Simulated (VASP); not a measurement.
Here is a VASP 6.6.1 calculation.

Contents of INCAR:

```
PREC     = Accurate       # precision mode
ENCUT    = 520            # plane-wave cutoff, eV
EDIFF    = 1E-6           # SCF threshold, eV
ISMEAR   = -1             # smearing method
SIGMA    = 0.1            # smearing width, eV
LREAL    = F              # projectors in reciprocal space
LASPH    = T              # aspherical terms in the spheres
NELM     = 80             # most SCF steps
ALGO     = Normal         # electronic algorithm
ISIF     = 2              # what is computed and relaxed
LWAVE    = F              # write WAVECAR
LCHARG   = F              # write CHGCAR
GGA      = CA             # functional
NBANDS   = 8              # bands
```

The input KPOINTS:

```
Automatic mesh
0
Gamma
  12 12 12
```

File POSCAR:

```
Sb
1.0
    3.1555881261      0.0000000000      0.0000000000
    0.0000000000      3.1555881261      0.0000000000
    0.0000000000      0.0000000000      3.1555881261
Sb
1
Direct
    0.0000000000      0.0000000000      0.0000000000
```

Potentials or basis: VASP PAW LDA potentials, release 64 (Sb).

Run with:

```console
$ cat potpaw_LDA.64/Sb/POTCAR > POTCAR
$ mpirun -np 1 vasp_std > vasp.out
```

Q: Estimate the pressure.

A: -5.4 GPa.
